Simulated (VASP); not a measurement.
# TaN (Fm-3m) in VASP: single point with PBE+D3(BJ)

Aim: the single point of TaN with PBE+D3(BJ).

All numbers are computed with VASP 6.6.1; they aren't measurements. Logs are shortened: lines on timing, memory, paths and dates and some standing lists are left out, and cuts for length are marked.

**1. The cell of the first run**

The structure is cubic, space group Fm-3m (No. 225). Conventional cell: a = 4.392 Å, b = 4.392 Å, c = 4.392 Å, α = 90.00°, β = 90.00°, γ = 90.00°. Ta (site symmetry m-3m) has 6 N at 2.20 Å within 2.9 Å. Within 2.9 Å of N (site symmetry m-3m) lie 6 Ta at 2.20 Å.

**2. Single point, PBE+D3(BJ)**

The input, INCAR:

```
SYSTEM = TaN
PREC = Accurate
ENCUT = 600
EDIFF = 1E-6
ISMEAR = -1
SIGMA = 0.1
LREAL = .FALSE.
LASPH = .TRUE.
NELM = 120
ALGO = Normal
ISIF = 2
LWAVE = .FALSE.
LCHARG = .FALSE.
GGA = PE
IVDW = 12
NBANDS = 15
GGA_COMPAT = .FALSE.
```

The input, KPOINTS:

```
Automatic mesh
0
G
  9 9 9
  0 0 0
```

The input, POSCAR:

```
TaN
1.0
    0.0000000000      2.1959383665      2.1959383665
    2.1959383665      0.0000000000      2.1959383665
    2.1959383665      2.1959383665      0.0000000000
Ta N
1 1
Direct
    0.5000000000      0.5000000000      0.5000000000
    0.0000000000      0.0000000000      0.0000000000
```

Potentials or basis: VASP PAW PBE potentials, release 64 (Ta_pv, N).

Command:

```console
$ cat potpaw_PBE.64/Ta_pv/POTCAR potpaw_PBE.64/N/POTCAR > POTCAR
$ mpirun -np 1 vasp_std > vasp.out
```

OUTCAR:

```text
SYSTEM = TaN
   PREC = Accurate
   ENCUT = 600
   EDIFF = 1E-6
   ISMEAR = -1
   LREAL = .FALSE.
   LASPH = .TRUE.
   NELM = 120
   ISIF = 2
   GGA = PE
   IVDW = 12
 IVDW          = 12

 ion  position               nearest neighbor table
   1  0.500  0.500  0.500-   2 2.20   2 2.20   2 2.20   2 2.20   2 2.20   2 2.20
   2  0.000  0.000  0.000-   1 2.20   1 2.20   1 2.20   1 2.20   1 2.20   1 2.20

  LATTYP: Found a face centered cubic cell.
 ALAT       =     4.3918767330

  Lattice vectors:

 A1 = (   0.0000000000,   2.1959383665,   2.1959383665)
 A2 = (   2.1959383665,   0.0000000000,   2.1959383665)
 A3 = (   2.1959383665,   2.1959383665,   0.0000000000)

Analysis of symmetry for initial positions (statically):
=====================================================================
 Subroutine PRICEL returns:
 Original cell was already a primitive cell.

 Routine SETGRP: Setting up the symmetry group for a
 face centered cubic supercell.

 Subroutine GETGRP returns: Found 48 space group operations
 (whereof 48 operations were pure point group operations)
 out of a pool of 48 trial point group operations.

The static configuration has the point symmetry O_h .

Analysis of symmetry for dynamics (positions and initial velocities):
=====================================================================
 Subroutine PRICEL returns:
 Original cell was already a primitive cell.

 Routine SETGRP: Setting up the symmetry group for a
 face centered cubic supercell.

 Subroutine GETGRP returns: Found 48 space group operations
 (whereof 48 operations were pure point group operations)
 out of a pool of 48 trial point group operations.

The dynamic configuration has the point symmetry O_h .

 Subroutine INISYM returns: Found 48 space group operations
 (whereof 48 operations are pure point group operations),
 and found     1 'primitive' translations

----------------------------------------------------------------------------------------

                                     Primitive cell

  volume of cell :      21.1783

  direct lattice vectors                    reciprocal lattice vectors
     0.000000000  2.195938367  2.195938367    -0.227693094  0.227693094  0.227693094
     2.195938367  0.000000000  2.195938367     0.227693094 -0.227693094  0.227693094
     2.195938367  2.195938367  0.000000000     0.227693094  0.227693094 -0.227693094

  length of vectors
     3.105525820  3.105525820  3.105525820     0.394376007  0.394376007  0.394376007

  position of ions in fractional coordinates (direct lattice)
     0.500000000  0.500000000  0.500000000
     0.000000000  0.000000000  0.000000000

  ion indices of the primitive-cell ions
   primitive index   ion index
                 1           1
                 2           2

----------------------------------------------------------------------------------------

 KPOINTS: Automatic mesh

Automatic generation of k-mesh.
 Grid dimensions read from file:
 generate k-points for:    9    9    9

 Generating k-lattice:

  Cartesian coordinates                     Fractional coordinates (reciprocal lattice)
    -0.025299233  0.025299233  0.025299233     0.111111111  0.000000000  0.000000000
     0.025299233 -0.025299233  0.025299233     0.000000000  0.111111111  0.000000000
     0.025299233  0.025299233 -0.025299233     0.000000000  0.000000000  0.111111111

  Length of vectors
     0.043819556  0.043819556  0.043819556

  Shift w.r.t. Gamma in fractional coordinates (k-lattice)
     0.000000000  0.000000000  0.000000000

 Subroutine IBZKPT returns following result:
 ===========================================

 Found     35 irreducible k-points:

 Following reciprocal coordinates:
            Coordinates               Weight
  0.000000  0.000000  0.000000      1.000000
  0.111111  0.000000  0.000000      8.000000
  0.222222  0.000000  0.000000      8.000000
  0.333333  0.000000  0.000000      8.000000
  0.444444  0.000000  0.000000      8.000000
  0.111111  0.111111  0.000000      6.000000
[... 16 lines left out ...]
 -0.333333  0.333333  0.000000     12.000000
  0.444444  0.444444  0.000000      6.000000
 [... further k-points ...]
   k-points           NKPTS =     35   k-points in BZ     NKDIM =     35   number of bands    NBANDS=     15
   number of dos      NEDOS =    301   number of ions     NIONS =      2
   total plane-waves  NPLWV =  21952
   dimension x,y,z NGX =    28 NGY =   28 NGZ =   28
   dimension x,y,z NGXF=    56 NGYF=   56 NGZF=   56
   ions per type =               1   1
   NGX,Y,Z   is equivalent  to a cutoff of  14.99, 14.99, 14.99 a.u.
   NGXF,Y,Z  is equivalent  to a cutoff of  29.98, 29.98, 29.98 a.u.
 SYSTEM =  TaN
   PREC   = accura    normal or accurate (medium, high low for compatibility)
   ISTART =      0    job   : 0-new  1-cont  2-samecut
   ICHARG =      2    charge: 1-file 2-atom 10-const
   ISPIN  =      1    spin polarized calculation?
   LNONCOLLINEAR =      F non collinear calculations
   LSORBIT =      F    spin-orbit coupling
   LASPH  =      T    aspherical Exc in radial PAW
   ENCUT  =  600.0 eV  44.10 Ry    6.64 a.u.   6.20  6.20  6.20*2*pi/ulx,y,z
   NELM   =    120;   NELMIN=  2; NELMDL= -5     # of ELM steps
   EDIFF  = 0.1E-05   stopping-criterion for ELM
   LREAL  =      F    real-space projection
[... 7 lines left out ...]
   TEBEG  =    0.0;   TEEND  =   0.0 temperature during run
   PSTRESS=    0.0 pullay stress
   NELECT =      16.0000    total number of electrons
   NUPDOWN=      -1.0000    fix difference up-down
   EMIN   =  10.00;   EMAX   =-10.00  energy-range for DOS
   EFERMI =   0.00;   METHOD = LEGACY
   ISMEAR =    -1;   SIGMA  =   0.10  broadening in eV -4-tet -1-fermi 0-gaus
   EFERMI_NEDOS =   21; number of points for ismear=-14 and -15
   IALGO  =     38    algorithm
   IMIX   =      4    mixing-type and parameters
     AMIX     =   0.40;   BMIX     =  1.00
     AMIX_MAG =   1.60;   BMIX_MAG =  1.00
  volume/ion in A,a.u.               =      10.59        71.46
  Fermi-wavevector in a.u.,A,eV,Ry     =   1.491024  2.817627 30.247833  2.223153
  Thomas-Fermi vector in A             =   2.603732
   LORBIT       =      0    0 simple, 1 ext, 2 COOP (PROOUT), +10 PAW based schemes
   GGA     = PE    functional components
   LHFCALC =     F    Hartree Fock is set to
   AEXX    =    0.0000 exact exchange contribution
   IVDW    =    12    specifies the selected vdW correction
   LEPSILON=     F    determine dielectric tensor
   LRPA    =     F    only Hartree local field effects (RPA)
 non-spin polarized calculation
  energy-cutoff  :      600.00
  volume of cell :       21.18
 maximum number of plane-waves:       725
 NGX is ok and might be reduce to    28
   NGX = 13   NGY = 13   NGZ = 13

 number of electron      16.0000000 magnetization

 Free energy of the ion-electron system (eV)
  ---------------------------------------------------
  ext. energy  EPLUGINS =         0.00000000
  ---------------------------------------------------
  free energy    TOTEN  =       -21.83642130 eV

  energy without entropy =      -21.80863090  energy(sigma->0) =      -21.82252610

 E-fermi :   9.4855     XC(G=0): -13.4602

 val. band max:        9.3885006217   @ k =  -0.4444   0.2222   0.1111
 cond. band min:       9.5319698569   @ k =  -0.2222   0.2222   0.0000
 fundamental gap:      0.1434692352
 Fermi energy:         9.4855239595

 k-point     1 :       0.0000    0.0000    0.0000
  band No.  band energies     occupation
      1     -26.1739      2.00000
      2     -26.1739      2.00000
      3     -26.1739      2.00000
      4      -9.3087      2.00000
      5       5.7494      2.00000
      6       5.7494      2.00000
      7       5.7494      2.00000
      8       7.4769      2.00000
      9       7.4769      2.00000
     10       7.4769      2.00000
     11       9.6589      0.30026
     12       9.6589      0.30026
     13      11.1440      0.00000
     14      18.9991      0.00000
     15      21.9699      0.00000

 k-point     2 :       0.1111    0.0000    0.0000
  band No.  band energies     occupation
      1     -26.2827      2.00000
      2     -26.1838      2.00000
      3     -26.1838      2.00000
      4      -9.0120      2.00000
      5       4.4482      2.00000
      6       4.8691      2.00000
      7       4.8691      2.00000
      8       7.9085      2.00000
      9       7.9085      2.00000
     10       7.9668      2.00000
     11      10.7660      0.00001
     12      10.7660      0.00001
     13      11.9888      0.00000
     14      19.8977      0.00000
     15      21.9696      0.00000

 k-point     3 :       0.2222    0.0000    0.0000
  band No.  band energies     occupation
      1     -26.5484      2.00000
      2     -26.2088      2.00000
      3     -26.2088      2.00000
      4      -8.2216      2.00000
      5       2.3955      2.00000
      6       3.5591      2.00000
      7       3.5591      2.00000
      8       8.6067      1.99969
      9       8.8890      1.99488
     10       8.8890      1.99488
     11      12.9450      0.00000
     12      12.9450      0.00000
     13      13.6259      0.00000
     14      21.7598      0.00000
     15      21.9742      0.00000
[... 343 lines left out ...]
 k-point    23 :      -0.3333    0.3333    0.0000
  band No.  band energies     occupation
      1     -26.7443      2.00000
      2     -26.6986      2.00000
      3     -26.3462      2.00000
      4      -7.1279      2.00000
      5       1.0569      2.00000
      6       2.7281      2.00000
      7       2.8231      2.00000
      8       8.7459      1.99877
      9      11.4721      0.00000
     10      11.5024      0.00000
     11      13.7322      0.00000
     12      16.0360      0.00000
     13      19.1137      0.00000
     14      20.7716      0.00000
     15      20.7933      0.00000

 k-point    24 :       0.4444    0.4444    0.0000
  band No.  band energies     occupation
      1     -26.8897      2.00000
      2     -26.4529      2.00000
      3     -26.4529      2.00000
      4      -8.0135      2.00000
      5       2.6884      2.00000
      6       4.1712      2.00000
      7       4.9019      2.00000
      8       4.9019      2.00000
      9      11.6481      0.00000
     10      13.1105      0.00000
     11      13.1105      0.00000
     12      14.0246      0.00000
     13      16.8005      0.00000
     14      18.8097      0.00000
     15      21.9775      0.00000

 [... further k-points ...]

------------------------ aborting loop because EDIFF is reached ----------------------------------------

 Edisp (eV)   -0.94872

 E8    (eV) :    -0.4387

  FORCE on cell =-STRESS in cart. coord.  units (eV):
  Direction    XX          YY          ZZ          XY          YZ          ZX
  --------------------------------------------------------------------------------------
  -------------------------------------------------------------------------------------
  Total      -0.10602    -0.10602    -0.10602     0.00000     0.00000     0.00000
  in kB      -8.02093    -8.02093    -8.02093     0.00000     0.00000     0.00000
  external pressure =       -8.02 kB  Pullay stress =        0.00 kB

 VOLUME and BASIS-vectors are now :
 -----------------------------------------------------------------------------
  energy-cutoff  :      600.00
  volume of cell :       21.18
      direct lattice vectors                 reciprocal lattice vectors
     0.000000000  2.195938367  2.195938367    -0.227693094  0.227693094  0.227693094
     2.195938367  0.000000000  2.195938367     0.227693094 -0.227693094  0.227693094
     2.195938367  2.195938367  0.000000000     0.227693094  0.227693094 -0.227693094

 POSITION                                       TOTAL-FORCE (eV/Angst)
 -----------------------------------------------------------------------------------
      2.19594      2.19594      2.19594        -0.000000      0.000000     -0.000000
      0.00000      0.00000      0.00000         0.000000     -0.000000      0.000000
 -----------------------------------------------------------------------------------
    total drift:                                0.000000      0.000000      0.000000

  FREE ENERGIE OF THE ION-ELECTRON SYSTEM (eV)
  ---------------------------------------------------
  free  energy   TOTEN  =       -22.7851372114 eV

  energy  without entropy=      -22.7573468124  energy(sigma->0) =      -22.77124201
```

Run time: 16 s. Hardware: 1 thread of Intel Xeon 6975P-C, shared host; peak memory 0.17 GiB.

What came out:

| Property | Result |
| --- | --- |
| Free energy | -22.7851 eV |
| Pressure | -0.8 GPa |
| Band gap on the k mesh | zero (band 8 reaches 11.15 eV, above the bottom of band 9 at 7.48 eV) |
| Dispersion energy per atom | -0.474 eV |

Levels at points of the mesh, in eV from the Fermi level:
```tsv
k point	band 5	band 6	band 7	band 8	band 9	band 10	band 11	band 12
(0.00, 0.00, 0.00)	-3.74	-3.74	-3.74	-2.01	-2.01	-2.01	0.17	0.17
```

Caveat: three body term missing; spin-orbit coupling is left out, which moves the levels of the heavy elements; pairwise dispersion overbinds metals, which lowers pressure and volume.
